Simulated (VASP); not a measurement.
# TaGa2I3 in VASP: single point with PBEsol

Aim: the single point of TaGa2I3 with PBEsol.

All numbers are computed with VASP 6.6.1; they aren't measurements. Logs are shortened: lines on timing, memory, paths and dates and some standing lists are left out, and cuts for length are marked.

### 1 The cell of the first run

The typed cell holds 6 atoms: a = 7.555 Å, b = 7.555 Å, c = 5.080 Å, α = 90.00°, β = 90.00°, γ = 60.00°.

### 2 Single point, PBEsol

File INCAR:

```
SYSTEM = TaGa2I3
ALGO = Normal ; EDIFF = 1E-6
ENCUT = 500 ; GGA = PS
GGA_COMPAT = .FALSE. ; ISIF = 2
ISMEAR = -1 ; LASPH = .TRUE.
LCHARG = .FALSE. ; LREAL = .FALSE.
LWAVE = .FALSE. ; NBANDS = 38
NELM = 120 ; PREC = Accurate
SIGMA = 0.1
```

File KPOINTS:

```
k-points
0
G
  5 5 7
  0 0 0
```

File POSCAR:

```
TaGa2I3
1.0
    3.7775160000      6.5428480000      0.0000000000
   -3.7775160000      6.5428480000      0.0000000000
    0.0000000000      0.0000000000      5.0802300000
Ga Ta I
2 1 3
Direct
    0.3333000000      0.3334000000      0.5000000000
    0.6666000000      0.6667000000      0.5000000000
    0.0000000000      0.0000000000      0.0000000000
    0.5000000000      0.5000000000      0.0000000000
    0.5000000000      0.0000000000      0.0000000000
    0.0000000000      0.5000000000      0.0000000000
```

Potentials or basis: VASP PAW PBE potentials, release 64 (Ga_d, Ta_pv, I).

The run is started by

```
$ cat potpaw_PBE.64/Ga_d/POTCAR potpaw_PBE.64/Ta_pv/POTCAR potpaw_PBE.64/I/POTCAR > POTCAR
$ mpirun -np 1 vasp_std > vasp.out
```

OUTCAR:

```text
SYSTEM = TaGa2I3
   EDIFF = 1E-6
   ENCUT = 500
   GGA = PS
   ISIF = 2
   ISMEAR = -1
   LASPH = .TRUE.
   LREAL = .FALSE.
   NELM = 120
   PREC = Accurate

 ion  position               nearest neighbor table
   1  0.333  0.333  0.500-
   2  0.667  0.667  0.500-
   3  0.000  0.000  0.000-
   4  0.500  0.500  0.000-
   5  0.500  0.000  0.000-
   6  0.000  0.500  0.000-

  LATTYP: Found a hexagonal cell.
 ALAT       =     7.5550305811
 C/A-ratio  =     0.6724301041

  Lattice vectors:

 A1 = (   3.7775160000,  -6.5428480000,   0.0000000000)
 A2 = (   3.7775160000,   6.5428480000,   0.0000000000)
 A3 = (   0.0000000000,   0.0000000000,   5.0802300000)

Analysis of symmetry for initial positions (statically):
=====================================================================
 Subroutine PRICEL returns:
 Original cell was already a primitive cell.

 Routine SETGRP: Setting up the symmetry group for a
 hexagonal supercell.

 Subroutine GETGRP returns: Found  4 space group operations
 (whereof  4 operations were pure point group operations)
 out of a pool of 24 trial point group operations.

The static configuration has the point symmetry C_2v.

Analysis of symmetry for dynamics (positions and initial velocities):
=====================================================================
 Subroutine PRICEL returns:
 Original cell was already a primitive cell.

 Routine SETGRP: Setting up the symmetry group for a
 hexagonal supercell.

 Subroutine GETGRP returns: Found  4 space group operations
 (whereof  4 operations were pure point group operations)
 out of a pool of 24 trial point group operations.

The dynamic configuration has the point symmetry C_2v.

 Subroutine INISYM returns: Found  4 space group operations
 (whereof  4 operations are pure point group operations),
 and found     1 'primitive' translations

----------------------------------------------------------------------------------------

                                     Primitive cell

  volume of cell :     251.1230

  direct lattice vectors                    reciprocal lattice vectors
     3.777516000  6.542848000  0.000000000     0.132362113  0.076419321  0.000000000
    -3.777516000  6.542848000  0.000000000    -0.132362113  0.076419321  0.000000000
     0.000000000  0.000000000  5.080230000     0.000000000  0.000000000  0.196841482

  length of vectors
     7.555030581  7.555030581  5.080230000     0.152838613  0.152838613  0.196841482

  position of ions in fractional coordinates (direct lattice)
     0.333300000  0.333400000  0.500000000
     0.666600000  0.666700000  0.500000000
     0.000000000  0.000000000  0.000000000
     0.500000000  0.500000000  0.000000000
     0.500000000  1.000000000  0.000000000
     1.000000000  0.500000000  0.000000000

  ion indices of the primitive-cell ions
   primitive index   ion index
                 1           1
                 2           2
                 3           3
                 4           4
                 5           5
                 6           6

----------------------------------------------------------------------------------------

 KPOINTS: k-points

Automatic generation of k-mesh.
 Grid dimensions read from file:
 generate k-points for:    5    5    7

 Generating k-lattice:

  Cartesian coordinates                     Fractional coordinates (reciprocal lattice)
     0.026472423  0.015283864  0.000000000     0.200000000  0.000000000  0.000000000
    -0.026472423  0.015283864  0.000000000     0.000000000  0.200000000  0.000000000
     0.000000000  0.000000000  0.028120212     0.000000000  0.000000000  0.142857143

  Length of vectors
     0.030567723  0.030567723  0.028120212

  Shift w.r.t. Gamma in fractional coordinates (k-lattice)
     0.000000000  0.000000000  0.000000000

 Subroutine IBZKPT returns following result:
 ===========================================

 Found     36 irreducible k-points:

 Following reciprocal coordinates:
            Coordinates               Weight
  0.000000  0.000000  0.000000      1.000000
  0.200000  0.000000  0.000000      4.000000
  0.200000  0.200000  0.000000      2.000000
  0.400000  0.000000  0.000000      4.000000
  0.400000  0.400000  0.000000      2.000000
  0.400000  0.200000  0.000000      4.000000
[... 16 lines left out ...]
  0.400000  0.400000  0.285714      4.000000
  0.400000  0.200000  0.285714      8.000000
 [... further k-points ...]
   k-points           NKPTS =     36   k-points in BZ     NKDIM =     36   number of bands    NBANDS=     38
   number of dos      NEDOS =    301   number of ions     NIONS =      6
   total plane-waves  NPLWV = 125440
   dimension x,y,z NGX =    56 NGY =   56 NGZ =   40
   dimension x,y,z NGXF=   112 NGYF=  112 NGZF=   80
   ions per type =               2   1   3
   NGX,Y,Z   is equivalent  to a cutoff of  12.32, 12.32, 13.09 a.u.
   NGXF,Y,Z  is equivalent  to a cutoff of  24.65, 24.65, 26.18 a.u.
 SYSTEM =  TaGa2I3
   PREC   = accura    normal or accurate (medium, high low for compatibility)
   ISTART =      0    job   : 0-new  1-cont  2-samecut
   ICHARG =      2    charge: 1-file 2-atom 10-const
   ISPIN  =      1    spin polarized calculation?
   LNONCOLLINEAR =      F non collinear calculations
   LSORBIT =      F    spin-orbit coupling
   LASPH  =      T    aspherical Exc in radial PAW
   ENCUT  =  500.0 eV  36.75 Ry    6.06 a.u.  13.77 13.77  9.26*2*pi/ulx,y,z
   NELM   =    120;   NELMIN=  2; NELMDL= -5     # of ELM steps
   EDIFF  = 0.1E-05   stopping-criterion for ELM
   LREAL  =      F    real-space projection
   EDIFFG = 0.1E-04   stopping-criterion for IOM
   NSW    =      0    number of steps for IOM
   IBRION =     -1    ionic relax: 0-MD 1-quasi-New 2-CG
   NFREE  =      0    steps in history (QN), initial steepest desc. (CG)
   ISIF   =      2    stress and relaxation
   ISYM   =      2    0-nonsym 1-usesym 2-fastsym
   POTIM  = 0.5000    time-step for ionic-motion
   TEBEG  =    0.0;   TEEND  =   0.0 temperature during run
   PSTRESS=    0.0 pullay stress
   NELECT =      58.0000    total number of electrons
   NUPDOWN=      -1.0000    fix difference up-down
   EMIN   =  10.00;   EMAX   =-10.00  energy-range for DOS
   EFERMI =   0.00;   METHOD = LEGACY
   ISMEAR =    -1;   SIGMA  =   0.10  broadening in eV -4-tet -1-fermi 0-gaus
   EFERMI_NEDOS =   21; number of points for ismear=-14 and -15
   IALGO  =     38    algorithm
   IMIX   =      4    mixing-type and parameters
     AMIX     =   0.40;   BMIX     =  1.00
     AMIX_MAG =   1.60;   BMIX_MAG =  1.00
  volume/ion in A,a.u.               =      41.85       282.44
  Fermi-wavevector in a.u.,A,eV,Ry     =   1.004435  1.898108 13.726787  1.008890
  Thomas-Fermi vector in A             =   2.137051
   LORBIT       =      0    0 simple, 1 ext, 2 COOP (PROOUT), +10 PAW based schemes
   GGA     = PS    functional components
   LHFCALC =     F    Hartree Fock is set to
   AEXX    =    0.0000 exact exchange contribution
   IVDW    =     0    specifies the selected vdW correction
   LEPSILON=     F    determine dielectric tensor
   LRPA    =     F    only Hartree local field effects (RPA)
 non-spin polarized calculation
  energy-cutoff  :      500.00
  volume of cell :      251.12
 maximum number of plane-waves:      6427
   NGX = 27   NGY = 27   NGZ = 19

 number of electron      58.0000024 magnetization

 Free energy of the ion-electron system (eV)
  ---------------------------------------------------
  ext. energy  EPLUGINS =         0.00000000
  ---------------------------------------------------
  free energy    TOTEN  =       -17.50324874 eV

  energy without entropy =      -17.11162167  energy(sigma->0) =      -17.30743521

 E-fermi :   2.1199     XC(G=0):  -8.0799

 val. band max:        2.1172280853   @ k =   0.2000   0.2000   0.2857
 cond. band min:       2.1206815015   @ k =   0.2000   0.0000   0.2857
 fundamental gap:      0.0034534162
 Fermi energy:         2.1198597644

 k-point     1 :       0.0000    0.0000    0.0000
  band No.  band energies     occupation
      1     -34.0203      2.00000
      2     -34.0203      2.00000
      3     -33.8939      2.00000
      4     -12.6971      2.00000
      5     -12.6971      2.00000
      6     -12.6918      2.00000
[... 30 lines left out ...]
     37       5.3750      0.00000
     38       5.3757      0.00000

 k-point     2 :       0.2000    0.0000    0.0000
  band No.  band energies     occupation
      1     -34.0203      2.00000
      2     -34.0203      2.00000
      3     -33.8939      2.00000
      4     -12.6976      2.00000
      5     -12.6970      2.00000
      6     -12.6921      2.00000
[... 30 lines left out ...]
     37       5.3747      0.00000
     38       5.5284      0.00000

 k-point     3 :       0.2000    0.2000    0.0000
  band No.  band energies     occupation
      1     -34.0203      2.00000
      2     -34.0203      2.00000
      3     -33.8939      2.00000
      4     -12.6976      2.00000
      5     -12.6970      2.00000
      6     -12.6921      2.00000
[... 30 lines left out ...]
     37       5.3751      0.00000
     38       5.5279      0.00000

 k-point     4 :       0.4000    0.0000    0.0000
  band No.  band energies     occupation
      1     -34.0203      2.00000
      2     -34.0203      2.00000
      3     -33.8939      2.00000
      4     -12.6982      2.00000
      5     -12.6967      2.00000
      6     -12.6925      2.00000
[... 30 lines left out ...]
     37       4.8175      0.00000
     38       5.4479      0.00000
[... 703 lines left out ...]
      4     -12.6973      2.00000
      5     -12.6959      2.00000
      6     -12.6921      2.00000
[... 30 lines left out ...]
     37       4.8960      0.00000
     38       5.2426      0.00000

 k-point    23 :       0.4000    0.4000    0.2857
  band No.  band energies     occupation
      1     -34.0203      2.00000
      2     -34.0203      2.00000
      3     -33.8941      2.00000
      4     -12.6973      2.00000
      5     -12.6959      2.00000
      6     -12.6921      2.00000
[... 30 lines left out ...]
     37       4.8957      0.00000
     38       5.2422      0.00000

 k-point    24 :       0.4000    0.2000    0.2857
  band No.  band energies     occupation
      1     -34.0203      2.00000
      2     -34.0203      2.00000
      3     -33.8941      2.00000
      4     -12.6974      2.00000
      5     -12.6956      2.00000
      6     -12.6924      2.00000
[... 30 lines left out ...]
     37       4.8995      0.00000
     38       5.4844      0.00000

 [... further k-points ...]

------------------------ aborting loop because EDIFF is reached ----------------------------------------

  FORCE on cell =-STRESS in cart. coord.  units (eV):
  Direction    XX          YY          ZZ          XY          YZ          ZX
  --------------------------------------------------------------------------------------
  -------------------------------------------------------------------------------------
  Total       -4.3599697     -4.3597427     -6.2923692      0.0000000      0.0000000      0.0000000
  in kB      -27.8168240    -27.8153756    -40.1456291      0.0000000      0.0000000      0.0000000
  external PRESSURE =     -31.9259429 kB  Pullay stress =       0.0000000 kB

 VOLUME and BASIS-vectors are now :
 -----------------------------------------------------------------------------
  energy-cutoff  :      500.00
  volume of cell :      251.12
      direct lattice vectors                 reciprocal lattice vectors
     3.777516000  6.542848000  0.000000000     0.132362113  0.076419321  0.000000000
    -3.777516000  6.542848000  0.000000000    -0.132362113  0.076419321  0.000000000
     0.000000000  0.000000000  5.080230000     0.000000000  0.000000000  0.196841482

 POSITION                                       TOTAL-FORCE (eV/Angst)
 -----------------------------------------------------------------------------------
     -0.00038      4.36212      2.54012         0.000224     -0.000250      0.000000
     -0.00038      8.72358      2.54012         0.000224      0.000250      0.000000
      0.00000      0.00000      0.00000         0.000021      0.000000      0.000000
      0.00000      6.54285      0.00000        -0.000034      0.000000      0.000000
      1.88876      3.27142      0.00000        -0.000217      0.000106      0.000000
     -1.88876      3.27142      0.00000        -0.000217     -0.000106      0.000000
 -----------------------------------------------------------------------------------
    total drift:                                0.000036      0.000000     -0.000000

  FREE ENERGIE OF THE ION-ELECTRON SYSTEM (eV)
  ---------------------------------------------------
  free  energy   TOTEN  =       -17.5032487429 eV

  energy  without entropy=      -17.1116216723  energy(sigma->0) =      -17.30743521
```

Wall time 4.1 min (1 thread of Intel Xeon Platinum 8488C (Sapphire Rapids), shared host); peak memory 0.53 GiB.

What came out:

```
Free energy            : -17.5032 eV
Pressure               : -3.2 GPa
Band gap on the k mesh : zero (bands 29 and 30 overlap by 0.34 eV)
```

Stress tensor (GPa, compression positive):
```
-2.78  0.00  0.00
 0.00 -2.78  0.00
 0.00  0.00 -4.01
```

Caveat: the cell stands under tension; the PAW data sets were made with another functional, which shifts forces and pressure a little; spin-orbit coupling is left out, which moves the levels of the heavy elements.
